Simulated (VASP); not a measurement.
# Sn3PbSe4 (Cmmm) in VASP: single point with PBE

Aim: the single point of Sn3PbSe4 with PBE.

Everything below comes from runs of VASP 6.6.1. Logs are shortened: lines on timing, memory, paths and dates and some standing lists are left out, and cuts for length are marked.

## 1. The cell of the first run

The structure is orthorhombic, space group Cmmm (No. 65). Conventional cell: a = 8.643 Å, b = 12.222 Å, c = 4.321 Å, α = 90.00°, β = 90.00°, γ = 90.00°. Within 4.0 Å of Sn (site symmetry 2/m) lie 6 Se at 3.06 Å. Within 4.0 Å of Sn (site symmetry mmm) lie 6 Se at 3.06 Å. Within 4.0 Å of Pb (site symmetry mmm) lie 6 Se at 3.06 Å. Se (site symmetry 2mm) has 4 Sn at 3.06 Å and 2 Pb at 3.06 Å within 4.0 Å. Within 4.0 Å of Se (site symmetry m2m) lie 1 Pb at 3.06 Å and 5 Sn at 3.06 Å.

## 2. Single point, PBE

INCAR reads:

```
SYSTEM = Sn3PbSe4
PREC = Accurate
ENCUT = 520
EDIFF = 1E-6
ISMEAR = 0
SIGMA = 0.1
LREAL = .FALSE.
LASPH = .TRUE.
NELM = 100
ALGO = Normal
ISIF = 2
LWAVE = .FALSE.
LCHARG = .FALSE.
GGA = PE
NBANDS = 50
```

KPOINTS reads:

```
regular mesh
0
G
  4 4 4
  0 0 0
```

POSCAR reads:

```
Sn3PbSe4
1.0
    4.3212560100     -6.1111788500      0.0000000000
    4.3212560100      6.1111788500      0.0000000000
    0.0000000000      0.0000000000      4.3212560100
Sn Pb Se
3 1 4
Direct
    0.0000000000      0.5000000000      0.0000000000
    0.0000000000      0.0000000000      0.5000000000
    0.5000000000      0.0000000000      0.0000000000
    0.5000000000      0.5000000000      0.5000000000
    0.7500000000      0.7500000000      0.0000000000
    0.7500000000      0.2500000000      0.5000000000
    0.2500000000      0.2500000000      0.0000000000
    0.2500000000      0.7500000000      0.5000000000
```

Potentials or basis: VASP PAW PBE potentials, release 64 (Sn_d, Pb_d, Se).

On the command line:

```bash
$ cat potpaw_PBE.64/Sn_d/POTCAR potpaw_PBE.64/Pb_d/POTCAR potpaw_PBE.64/Se/POTCAR > POTCAR
$ mpirun -np 1 vasp_std > vasp.out
```

OUTCAR:

```text
SYSTEM = Sn3PbSe4
   PREC = Accurate
   ENCUT = 520
   EDIFF = 1E-6
   ISMEAR = 0
   LREAL = .FALSE.
   LASPH = .TRUE.
   NELM = 100
   ISIF = 2
   GGA = PE

 ion  position               nearest neighbor table
   1  0.000  0.500  0.000-   5 3.06   7 3.06   6 3.06   8 3.06   6 3.06   8 3.06
   2  0.000  0.000  0.500-   6 3.06   8 3.06   7 3.06   5 3.06   5 3.06   7 3.06
   3  0.500  0.000  0.000-   5 3.06   7 3.06   6 3.06   8 3.06   6 3.06   8 3.06
   4  0.500  0.500  0.500-   6 3.06   8 3.06   7 3.06   5 3.06   5 3.06   7 3.06
   5  0.750  0.750  0.000-   1 3.06   3 3.06   2 3.06   4 3.06   2 3.06   4 3.06
   6  0.750  0.250  0.500-   2 3.06   4 3.06   3 3.06   1 3.06   1 3.06   3 3.06
   7  0.250  0.250  0.000-   1 3.06   3 3.06   2 3.06   4 3.06   2 3.06   4 3.06
   8  0.250  0.750  0.500-   2 3.06   4 3.06   3 3.06   1 3.06   1 3.06   3 3.06

  LATTYP: Found a base centered orthorhombic cell.
 ALAT       =     8.6425120200
 B/A-ratio  =     1.4142135610
 C/A-ratio  =     0.5000000000

  Lattice vectors:

 A1 = (   4.3212560100,  -6.1111788500,   0.0000000000)
 A2 = (   4.3212560100,   6.1111788500,   0.0000000000)
 A3 = (   0.0000000000,   0.0000000000,   4.3212560100)

Analysis of symmetry for initial positions (statically):
=====================================================================
 Subroutine PRICEL returns:
 Original cell was already a primitive cell.

 Routine SETGRP: Setting up the symmetry group for a
 base centered orthorhombic supercell.

 Subroutine GETGRP returns: Found  8 space group operations
 (whereof  8 operations were pure point group operations)
 out of a pool of  8 trial point group operations.

The static configuration has the point symmetry D_2h.

Analysis of symmetry for dynamics (positions and initial velocities):
=====================================================================
 Subroutine PRICEL returns:
 Original cell was already a primitive cell.

 Routine SETGRP: Setting up the symmetry group for a
 base centered orthorhombic supercell.

 Subroutine GETGRP returns: Found  8 space group operations
 (whereof  8 operations were pure point group operations)
 out of a pool of  8 trial point group operations.

The dynamic configuration has the point symmetry D_2h.

 Subroutine INISYM returns: Found  8 space group operations
 (whereof  8 operations are pure point group operations),
 and found     1 'primitive' translations

----------------------------------------------------------------------------------------

                                     Primitive cell

  volume of cell :     228.2312

  direct lattice vectors                    reciprocal lattice vectors
     4.321256010 -6.111178850  0.000000000     0.115707100 -0.081817275  0.000000000
     4.321256010  6.111178850  0.000000000     0.115707100  0.081817275  0.000000000
     0.000000000  0.000000000  4.321256010     0.000000000  0.000000000  0.231414199

  length of vectors
     7.484634957  7.484634957  4.321256010     0.141711677  0.141711677  0.231414199

  position of ions in fractional coordinates (direct lattice)
     1.000000000  0.500000000  0.000000000
     0.000000000  0.000000000  0.500000000
     0.500000000  1.000000000  0.000000000
     0.500000000  0.500000000  0.500000000
     0.750000000  0.750000000  0.000000000
     0.750000000  0.250000000  0.500000000
     0.250000000  0.250000000  0.000000000
     0.250000000  0.750000000  0.500000000

  ion indices of the primitive-cell ions
   primitive index   ion index
                 1           1
                 2           2
                 3           3
                 4           4
                 5           5
                 6           6
                 7           7
                 8           8

----------------------------------------------------------------------------------------

 KPOINTS: regular mesh

Automatic generation of k-mesh.
 Grid dimensions read from file:
 generate k-points for:    4    4    4

 Generating k-lattice:

  Cartesian coordinates                     Fractional coordinates (reciprocal lattice)
     0.028926775 -0.020454319  0.000000000     0.250000000 -0.000000000  0.000000000
     0.028926775  0.020454319  0.000000000    -0.000000000  0.250000000  0.000000000
     0.000000000  0.000000000  0.057853550     0.000000000  0.000000000  0.250000000

  Length of vectors
     0.035427919  0.035427919  0.057853550

  Shift w.r.t. Gamma in fractional coordinates (k-lattice)
     0.000000000  0.000000000  0.000000000

 Subroutine IBZKPT returns following result:
 ===========================================

 Found     21 irreducible k-points:

 Following reciprocal coordinates:
            Coordinates               Weight
  0.000000  0.000000  0.000000      1.000000
  0.250000  0.000000  0.000000      4.000000
  0.500000  0.000000  0.000000      2.000000
  0.250000  0.250000  0.000000      2.000000
  0.500000  0.250000  0.000000      4.000000
 -0.250000  0.250000  0.000000      2.000000
[... 13 lines left out ...]
 -0.250000  0.250000  0.500000      2.000000
  0.500000  0.500000  0.500000      1.000000
   k-points           NKPTS =     21   k-points in BZ     NKDIM =     21   number of bands    NBANDS=     50
   number of dos      NEDOS =    301   number of ions     NIONS =      8
   total plane-waves  NPLWV = 100352
   dimension x,y,z NGX =    56 NGY =   56 NGZ =   32
   dimension x,y,z NGXF=   112 NGYF=  112 NGZF=   64
   ions per type =               3   1   4
   NGX,Y,Z   is equivalent  to a cutoff of  12.44, 12.44, 12.31 a.u.
   NGXF,Y,Z  is equivalent  to a cutoff of  24.88, 24.88, 24.62 a.u.
 SYSTEM =  Sn3PbSe4
   PREC   = accura    normal or accurate (medium, high low for compatibility)
   ISTART =      0    job   : 0-new  1-cont  2-samecut
   ICHARG =      2    charge: 1-file 2-atom 10-const
   ISPIN  =      1    spin polarized calculation?
   LNONCOLLINEAR =      F non collinear calculations
   LSORBIT =      F    spin-orbit coupling
   LASPH  =      T    aspherical Exc in radial PAW
   ENCUT  =  520.0 eV  38.22 Ry    6.18 a.u.  13.92 13.92  8.03*2*pi/ulx,y,z
   NELM   =    100;   NELMIN=  2; NELMDL= -5     # of ELM steps
   EDIFF  = 0.1E-05   stopping-criterion for ELM
   LREAL  =      F    real-space projection
   EDIFFG = 0.1E-04   stopping-criterion for IOM
   NSW    =      0    number of steps for IOM
   IBRION =     -1    ionic relax: 0-MD 1-quasi-New 2-CG
   NFREE  =      0    steps in history (QN), initial steepest desc. (CG)
   ISIF   =      2    stress and relaxation
   ISYM   =      2    0-nonsym 1-usesym 2-fastsym
   POTIM  = 0.5000    time-step for ionic-motion
   TEBEG  =    0.0;   TEEND  =   0.0 temperature during run
   PSTRESS=    0.0 pullay stress
   NELECT =      80.0000    total number of electrons
   NUPDOWN=      -1.0000    fix difference up-down
   EMIN   =  10.00;   EMAX   =-10.00  energy-range for DOS
   EFERMI =   0.00;   METHOD = LEGACY
   ISMEAR =     0;   SIGMA  =   0.10  broadening in eV -4-tet -1-fermi 0-gaus
   EFERMI_NEDOS =   21; number of points for ismear=-14 and -15
   IALGO  =     38    algorithm
   IMIX   =      4    mixing-type and parameters
     AMIX     =   0.40;   BMIX     =  1.00
     AMIX_MAG =   1.60;   BMIX_MAG =  1.00
  volume/ion in A,a.u.               =      28.53       192.52
  Fermi-wavevector in a.u.,A,eV,Ry     =   1.154285  2.181283 18.128056  1.332375
  Thomas-Fermi vector in A             =   2.290923
   LORBIT       =      0    0 simple, 1 ext, 2 COOP (PROOUT), +10 PAW based schemes
   GGA     = PE    functional components
   LHFCALC =     F    Hartree Fock is set to
   AEXX    =    0.0000 exact exchange contribution
   IVDW    =     0    specifies the selected vdW correction
   LEPSILON=     F    determine dielectric tensor
   LRPA    =     F    only Hartree local field effects (RPA)
 non-spin polarized calculation
 Gauss-broadening in eV      SIGMA  =   0.10
  energy-cutoff  :      520.00
  volume of cell :      228.23
 maximum number of plane-waves:      6220
   NGX = 27   NGY = 27   NGZ = 17

 number of electron      80.0000029 magnetization

 Free energy of the ion-electron system (eV)
  ---------------------------------------------------
  ext. energy  EPLUGINS =         0.00000000
  ---------------------------------------------------
  free energy    TOTEN  =       -32.83667967 eV

  energy without entropy =      -32.83244043  energy(sigma->0) =      -32.83456005

 E-fermi :   5.2485     XC(G=0):  -9.4386

 val. band max:        5.2048412339   @ k =   0.0000   0.0000   0.0000
 cond. band min:       5.2602365993   @ k =   0.0000   0.0000   0.0000
 fundamental gap:      0.0553953655
 Fermi energy:         5.2484641319

 k-point     1 :       0.0000    0.0000    0.0000
  band No.  band energies     occupation
      1     -16.5027      2.00000
      2     -16.4927      2.00000
      3     -16.4913      2.00000
      4     -16.4901      2.00000
      5     -16.4893      2.00000
      6     -16.4885      2.00000
[... 42 lines left out ...]
     49       9.3857      0.00000
     50       9.3906      0.00000

 k-point     2 :       0.2500    0.0000    0.0000
  band No.  band energies     occupation
      1     -16.5014      2.00000
      2     -16.4932      2.00000
      3     -16.4905      2.00000
      4     -16.4903      2.00000
      5     -16.4880      2.00000
      6     -16.4876      2.00000
[... 42 lines left out ...]
     49       8.7161      0.00000
     50       8.7310      0.00000

 k-point     3 :       0.5000    0.0000    0.0000
  band No.  band energies     occupation
      1     -16.4996      2.00000
      2     -16.4940      2.00000
      3     -16.4908      2.00000
      4     -16.4896      2.00000
      5     -16.4861      2.00000
      6     -16.4856      2.00000
[... 943 lines left out ...]
     49       8.9102      0.00000
     50       8.9121      0.00000

 k-point    21 :       0.5000    0.5000    0.5000
  band No.  band energies     occupation
      1     -16.5030      2.00000
      2     -16.4994      2.00000
      3     -16.4925      2.00000
      4     -16.4923      2.00000
      5     -16.4874      2.00000
      6     -16.4869      2.00000
[... 42 lines left out ...]
     49      10.2427      0.00000
     50      10.3395      0.00000

------------------------ aborting loop because EDIFF is reached ----------------------------------------

  FORCE on cell =-STRESS in cart. coord.  units (eV):
  Direction    XX          YY          ZZ          XY          YZ          ZX
  --------------------------------------------------------------------------------------
  -------------------------------------------------------------------------------------
  Total       -0.5714697     -0.6083312     -0.5389671      0.0000000      0.0000000      0.0000000
  in kB       -4.0117032     -4.2704699     -3.7835360      0.0000000      0.0000000      0.0000000
  external PRESSURE =      -4.0219030 kB  Pullay stress =       0.0000000 kB

 VOLUME and BASIS-vectors are now :
 -----------------------------------------------------------------------------
  energy-cutoff  :      520.00
  volume of cell :      228.23
      direct lattice vectors                 reciprocal lattice vectors
     4.321256010 -6.111178850  0.000000000     0.115707100 -0.081817275  0.000000000
     4.321256010  6.111178850  0.000000000     0.115707100  0.081817275  0.000000000
     0.000000000  0.000000000  4.321256010     0.000000000  0.000000000  0.231414199

 POSITION                                       TOTAL-FORCE (eV/Angst)
 -----------------------------------------------------------------------------------
      2.16063      3.05559      0.00000         0.000000     -0.000000      0.000000
      0.00000      0.00000      2.16063         0.000000     -0.000000      0.000000
      2.16063     -3.05559      0.00000        -0.000000      0.000000      0.000000
      4.32126      0.00000      2.16063        -0.000000      0.000000      0.000000
      6.48188      0.00000      0.00000         0.264045     -0.000000      0.000000
      4.32126     -3.05559      2.16063         0.000000     -0.186429      0.000000
      2.16063      0.00000      0.00000        -0.264045     -0.000000      0.000000
      4.32126      3.05559      2.16063         0.000000      0.186429      0.000000
 -----------------------------------------------------------------------------------
    total drift:                                0.000000      0.000000      0.000000

  FREE ENERGIE OF THE ION-ELECTRON SYSTEM (eV)
  ---------------------------------------------------
  free  energy   TOTEN  =       -32.8366796675 eV

  energy  without entropy=      -32.8324404318  energy(sigma->0) =      -32.83456005
```

It took 6.5 min on 1 thread of Intel Xeon 8259CL, shared host; peak memory 0.44 GiB.

Results:

| Item | Value |
| --- | --- |
| Free energy | -32.8367 eV |
| Pressure | -0.4 GPa |
| Largest force | 0.264 eV/Å |
| Band gap on the k mesh | 0.06 eV |

Forces on the atoms (eV/Å):
```
Sn   0.000  0.000  0.000
Sn   0.000  0.000  0.000
Sn   0.000  0.000  0.000
Pb   0.000  0.000  0.000
Se   0.264  0.000  0.000
Se   0.000 -0.186  0.000
Se  -0.264  0.000  0.000
Se   0.000  0.186  0.000
```

Caveat: spin-orbit coupling is left out, which moves the levels of the heavy elements. A k mesh can miss the band edges.
